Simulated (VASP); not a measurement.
Crystal: Fe.

```
Fe
1.0
     4.05246    0.00000    0.00000
    -2.02623    3.50953    0.00000
     0.00000    0.00000    2.48416
Fe
3
Direct
  0.00000 0.00000 0.00000
  0.33333 0.66667 0.50000
  0.66667 0.33333 0.50000
```

This isn't the form of Fe at room conditions, which is bcc.

* Program: VASP 6.6.1
* Task: relaxation of cell and atoms
* Functional: RPBE
* Potentials or basis: VASP PAW PBE potentials, release 64 (Fe)
* Cutoff: 600 eV
* k mesh: 9 × 9 × 13
* Occupations: fermi-dirac, width 0.05 eV
* Spin: collinear spin, ferromagnetic start
* Starting moments: [2.5, 2.5, 2.5] μB

At the start: pressure -11.8 GPa; volume 11.78 Å³/atom.

Problem. Where does the relaxation end?

Solution. Over 10 steps the energy falls by 161.6 meV/atom and the volume is 11.40 Å³/atom (-3.2 %); space group P6/mmm (No. 191, to 0.1 Å) before and after; moment 1.58 μB per cell.

The path:
```csv
step,energy change (eV),largest force (eV/Å),pressure (GPa),volume (Å³)
1,0.0000,0.0000,-11.82,35.33
2,-0.3260,0.0000,18.33,31.07
3,-0.3935,0.0000,13.05,31.76
4,-0.4716,0.0000,2.80,33.48
5,-0.4745,0.0000,1.16,33.82
6,-0.4747,0.0000,0.71,33.92
7,-0.4826,0.0000,1.71,33.84
8,-0.4832,0.0000,1.52,33.85
9,-0.4847,0.0000,-0.27,34.28
10,-0.4848,0.0000,-0.02,34.21
```

Final structure:
```xyz
3
Lattice="4.0420 0.0000 0.0000 -2.0210 3.5004 0.0000 0.0000 0.0000 2.4179" Properties=species:S:1:pos:R:3 pbc="T T T"
Fe    0.0000    0.0000    2.4179
Fe    0.0000    2.3336    1.2090
Fe    2.0210    1.1668    1.2090
```

Caveat: the PAW data sets were made with another functional, which shifts forces and pressure a little.
